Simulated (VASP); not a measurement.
# SiSe3 (Pm-3m) in VASP: a series of runs

The runs below take SiSe3 through single point, relaxation of cell and atoms, with PBE.

Everything below comes from runs of VASP 6.6.1. Logs are shortened: lines on timing, memory, paths and dates and some standing lists are left out, and cuts for length are marked.

## 1. The cell of the first run

It takes space group Pm-3m (No. 221, cubic). The conventional cell has a = 4.500 Å, b = 4.500 Å, c = 4.500 Å, α = 90.00°, β = 90.00°, γ = 90.00°. Si (site symmetry m-3m) has 12 Se at 3.18 Å within 4.2 Å. Se (site symmetry 4/mmm) has 4 Si at 3.18 Å and 8 Se at 3.18 Å within 4.2 Å.

## 2. Single point, PBE

File INCAR:

```
  PREC = Accurate
  ENCUT = 520
  EDIFF = 1E-6
  ISMEAR = 0
  SIGMA = 0.1
  LREAL = F
  LASPH = T
  NELM = 100
  ALGO = Normal
  ISIF = 2
  LWAVE = F
  LCHARG = F
  GGA = PE
  NBANDS = 19
```

File KPOINTS:

```
regular mesh
0
Gamma
  4 4 4
```

File POSCAR:

```
SiSe3
1.0
    4.5004589183      0.0000000000      0.0000000000
    0.0000000000      4.5004589183      0.0000000000
    0.0000000000      0.0000000000      4.5004589183
Si Se
1 3
Direct
    0.0000000000      0.0000000000      0.0000000000
    0.0000000000      0.5000000000      0.5000000000
    0.5000000000      0.0000000000      0.5000000000
    0.5000000000      0.5000000000      0.0000000000
```

Potentials or basis: VASP PAW PBE potentials, release 64 (Si, Se).

Launch:

```
> cat potpaw_PBE.64/Si/POTCAR potpaw_PBE.64/Se/POTCAR > POTCAR
> mpirun -np 1 vasp_std > vasp.out
```

OUTCAR:

```text
PREC = Accurate
   ENCUT = 520
   EDIFF = 1E-6
   ISMEAR = 0
   LREAL = F
   LASPH = T
   NELM = 100
   ISIF = 2
   GGA = PE

 ion  position               nearest neighbor table
   1  0.000  0.000  0.000-
   2  0.000  0.500  0.500-
   3  0.500  0.000  0.500-
   4  0.500  0.500  0.000-

  LATTYP: Found a simple cubic cell.
 ALAT       =     4.5004589183

  Lattice vectors:

 A1 = (   4.5004589183,   0.0000000000,   0.0000000000)
 A2 = (   0.0000000000,   4.5004589183,   0.0000000000)
 A3 = (   0.0000000000,   0.0000000000,   4.5004589183)

Analysis of symmetry for initial positions (statically):
=====================================================================
 Subroutine PRICEL returns:
 Original cell was already a primitive cell.

 Routine SETGRP: Setting up the symmetry group for a
 simple cubic supercell.

 Subroutine GETGRP returns: Found 48 space group operations
 (whereof 48 operations were pure point group operations)
 out of a pool of 48 trial point group operations.

The static configuration has the point symmetry O_h .

Analysis of symmetry for dynamics (positions and initial velocities):
=====================================================================
 Subroutine PRICEL returns:
 Original cell was already a primitive cell.

 Routine SETGRP: Setting up the symmetry group for a
 simple cubic supercell.

 Subroutine GETGRP returns: Found 48 space group operations
 (whereof 48 operations were pure point group operations)
 out of a pool of 48 trial point group operations.

The dynamic configuration has the point symmetry O_h .

 Subroutine INISYM returns: Found 48 space group operations
 (whereof 48 operations are pure point group operations),
 and found     1 'primitive' translations

----------------------------------------------------------------------------------------

                                     Primitive cell

  volume of cell :      91.1529

  direct lattice vectors                    reciprocal lattice vectors
     4.500458918  0.000000000  0.000000000     0.222199562  0.000000000  0.000000000
     0.000000000  4.500458918  0.000000000     0.000000000  0.222199562  0.000000000
     0.000000000  0.000000000  4.500458918     0.000000000  0.000000000  0.222199562

  length of vectors
     4.500458918  4.500458918  4.500458918     0.222199562  0.222199562  0.222199562

  position of ions in fractional coordinates (direct lattice)
     0.000000000  0.000000000  0.000000000
     0.000000000  0.500000000  0.500000000
     0.500000000  0.000000000  0.500000000
     0.500000000  0.500000000  0.000000000

  ion indices of the primitive-cell ions
   primitive index   ion index
                 1           1
                 2           2
                 3           3
                 4           4

----------------------------------------------------------------------------------------

 KPOINTS: regular mesh

Automatic generation of k-mesh.
 Grid dimensions read from file:
 generate k-points for:    4    4    4

 Generating k-lattice:

  Cartesian coordinates                     Fractional coordinates (reciprocal lattice)
     0.055549890  0.000000000  0.000000000     0.250000000  0.000000000  0.000000000
     0.000000000  0.055549890  0.000000000     0.000000000  0.250000000  0.000000000
     0.000000000  0.000000000  0.055549890     0.000000000  0.000000000  0.250000000

  Length of vectors
     0.055549890  0.055549890  0.055549890

  Shift w.r.t. Gamma in fractional coordinates (k-lattice)
     0.000000000  0.000000000  0.000000000

 Subroutine IBZKPT returns following result:
 ===========================================

 Found     10 irreducible k-points:

 Following reciprocal coordinates:
            Coordinates               Weight
  0.000000  0.000000  0.000000      1.000000
  0.250000  0.000000  0.000000      6.000000
  0.500000  0.000000  0.000000      3.000000
  0.250000  0.250000  0.000000     12.000000
  0.500000  0.250000  0.000000     12.000000
  0.500000  0.500000  0.000000      3.000000
  0.250000  0.250000  0.250000      8.000000
  0.500000  0.250000  0.250000     12.000000
  0.500000  0.500000  0.250000      6.000000
  0.500000  0.500000  0.500000      1.000000
   k-points           NKPTS =     10   k-points in BZ     NKDIM =     10   number of bands    NBANDS=     19
   number of dos      NEDOS =    301   number of ions     NIONS =      4
   total plane-waves  NPLWV =  46656
   dimension x,y,z NGX =    36 NGY =   36 NGZ =   36
   dimension x,y,z NGXF=    72 NGYF=   72 NGZF=   72
   ions per type =               1   3
   NGX,Y,Z   is equivalent  to a cutoff of  13.30, 13.30, 13.30 a.u.
   NGXF,Y,Z  is equivalent  to a cutoff of  26.60, 26.60, 26.60 a.u.
 SYSTEM =  unknown system
   PREC   = accura    normal or accurate (medium, high low for compatibility)
   ISTART =      0    job   : 0-new  1-cont  2-samecut
   ICHARG =      2    charge: 1-file 2-atom 10-const
   ISPIN  =      1    spin polarized calculation?
   LNONCOLLINEAR =      F non collinear calculations
   LSORBIT =      F    spin-orbit coupling
   LASPH  =      T    aspherical Exc in radial PAW
   ENCUT  =  520.0 eV  38.22 Ry    6.18 a.u.   8.37  8.37  8.37*2*pi/ulx,y,z
   NELM   =    100;   NELMIN=  2; NELMDL= -5     # of ELM steps
   EDIFF  = 0.1E-05   stopping-criterion for ELM
   LREAL  =      F    real-space projection
   EDIFFG = 0.1E-04   stopping-criterion for IOM
   NSW    =      0    number of steps for IOM
   IBRION =     -1    ionic relax: 0-MD 1-quasi-New 2-CG
   NFREE  =      0    steps in history (QN), initial steepest desc. (CG)
   ISIF   =      2    stress and relaxation
   ISYM   =      2    0-nonsym 1-usesym 2-fastsym
   POTIM  = 0.5000    time-step for ionic-motion
   TEBEG  =    0.0;   TEEND  =   0.0 temperature during run
   PSTRESS=    0.0 pullay stress
   NELECT =      22.0000    total number of electrons
   NUPDOWN=      -1.0000    fix difference up-down
   EMIN   =  10.00;   EMAX   =-10.00  energy-range for DOS
   EFERMI =   0.00;   METHOD = LEGACY
   ISMEAR =     0;   SIGMA  =   0.10  broadening in eV -4-tet -1-fermi 0-gaus
   EFERMI_NEDOS =   21; number of points for ismear=-14 and -15
   IALGO  =     38    algorithm
   IMIX   =      4    mixing-type and parameters
     AMIX     =   0.40;   BMIX     =  1.00
     AMIX_MAG =   1.60;   BMIX_MAG =  1.00
  volume/ion in A,a.u.               =      22.79       153.78
  Fermi-wavevector in a.u.,A,eV,Ry     =   1.019277  1.926154 14.135443  1.038926
  Thomas-Fermi vector in A             =   2.152782
   LORBIT       =      0    0 simple, 1 ext, 2 COOP (PROOUT), +10 PAW based schemes
   GGA     = PE    functional components
   LHFCALC =     F    Hartree Fock is set to
   AEXX    =    0.0000 exact exchange contribution
   IVDW    =     0    specifies the selected vdW correction
   LEPSILON=     F    determine dielectric tensor
   LRPA    =     F    only Hartree local field effects (RPA)
 non-spin polarized calculation
 Gauss-broadening in eV      SIGMA  =   0.10
  energy-cutoff  :      520.00
  volume of cell :       91.15
 maximum number of plane-waves:      2517
 NGX is ok and might be reduce to    36
   NGX = 17   NGY = 17   NGZ = 17

 number of electron      21.9999995 magnetization

 Free energy of the ion-electron system (eV)
  ---------------------------------------------------
  ext. energy  EPLUGINS =         0.00000000
  ---------------------------------------------------
  free energy    TOTEN  =       -12.81873432 eV

  energy without entropy =      -12.79628934  energy(sigma->0) =      -12.80751183

 E-fermi :   4.5671     XC(G=0):  -9.8967

 val. band max:        4.5488989335   @ k =   0.5000   0.5000   0.0000
 cond. band min:       4.6300399981   @ k =   0.2500   0.2500   0.2500
 fundamental gap:      0.0811410646
 Fermi energy:         4.5671064158

 k-point     1 :       0.0000    0.0000    0.0000
  band No.  band energies     occupation
      1     -10.2245      2.00000
      2      -7.0738      2.00000
      3      -7.0738      2.00000
      4      -1.5919      2.00000
      5      -0.3657      2.00000
      6      -0.3657      2.00000
[... 11 lines left out ...]
     18       9.2010      0.00000
     19      10.0277      0.00000

 k-point     2 :       0.2500    0.0000    0.0000
  band No.  band energies     occupation
      1      -9.9076      2.00000
      2      -7.6572      2.00000
      3      -7.0299      2.00000
      4      -2.2159      2.00000
      5       0.0254      2.00000
      6       0.0254      2.00000
[... 11 lines left out ...]
     18      10.7099      0.00000
     19      10.8962      0.00000

 k-point     3 :       0.5000    0.0000    0.0000
  band No.  band energies     occupation
      1      -9.2923      2.00000
      2      -8.5242      2.00000
      3      -6.9848      2.00000
      4      -2.3993      2.00000
      5       0.8785      2.00000
      6       0.8785      2.00000
[... 11 lines left out ...]
     18      12.2800      0.00000
     19      12.7255      0.00000

 k-point     4 :       0.2500    0.2500    0.0000
  band No.  band energies     occupation
      1      -9.6045      2.00000
      2      -7.7355      2.00000
      3      -7.3471      2.00000
      4      -2.6745      2.00000
      5       0.4136      2.00000
      6       0.9824      2.00000
[... 99 lines left out ...]
     18      12.9623      0.00000
     19      13.1855      0.00000

 k-point     9 :       0.5000    0.5000    0.2500
  band No.  band energies     occupation
      1      -8.1628      2.00000
      2      -8.1520      2.00000
      3      -8.1520      2.00000
      4      -3.0226      2.00000
      5      -0.6571      2.00000
      6      -0.2371      2.00000
[... 11 lines left out ...]
     18      13.4243      0.00000
     19      13.4246      0.00000

 k-point    10 :       0.5000    0.5000    0.5000
  band No.  band energies     occupation
      1      -8.0564      2.00000
      2      -8.0564      2.00000
      3      -8.0564      2.00000
      4      -2.2725      2.00000
      5      -1.4304      2.00000
      6      -1.0258      2.00000
[... 11 lines left out ...]
     18      12.1555      0.00000
     19      12.1555      0.00000

------------------------ aborting loop because EDIFF is reached ----------------------------------------

  FORCE on cell =-STRESS in cart. coord.  units (eV):
  Direction    XX          YY          ZZ          XY          YZ          ZX
  --------------------------------------------------------------------------------------
  -------------------------------------------------------------------------------------
  Total       -3.1959093     -3.1959093     -3.1959093     -0.0000000     -0.0000000     -0.0000000
  in kB      -56.1739052    -56.1739052    -56.1739052     -0.0000000     -0.0000000     -0.0000000
  external PRESSURE =     -56.1739052 kB  Pullay stress =       0.0000000 kB

 VOLUME and BASIS-vectors are now :
 -----------------------------------------------------------------------------
  energy-cutoff  :      520.00
  volume of cell :       91.15
      direct lattice vectors                 reciprocal lattice vectors
     4.500458918  0.000000000  0.000000000     0.222199562  0.000000000  0.000000000
     0.000000000  4.500458918  0.000000000     0.000000000  0.222199562  0.000000000
     0.000000000  0.000000000  4.500458918     0.000000000  0.000000000  0.222199562

 POSITION                                       TOTAL-FORCE (eV/Angst)
 -----------------------------------------------------------------------------------
      0.00000      0.00000      0.00000         0.000000      0.000000      0.000000
      0.00000      2.25023      2.25023         0.000000      0.000000      0.000000
      2.25023      0.00000      2.25023         0.000000      0.000000      0.000000
      2.25023      2.25023      0.00000         0.000000      0.000000      0.000000
 -----------------------------------------------------------------------------------
    total drift:                                0.000000      0.000000      0.000000

  FREE ENERGIE OF THE ION-ELECTRON SYSTEM (eV)
  ---------------------------------------------------
  free  energy   TOTEN  =       -12.8187343195 eV

  energy  without entropy=      -12.7962893367  energy(sigma->0) =      -12.80751183
```

It took 16 s on 1 thread of AMD EPYC 7R43 (Zen 3), shared host; peak memory 0.17 GiB.

Results:

```
Free energy            : -12.8187 eV
Pressure               : -5.6 GPa
Band gap on the k mesh : zero (band 11 reaches 5.90 eV, above the bottom of band 12 at 4.18 eV)
```

(Part 1 of 2 ends here.)
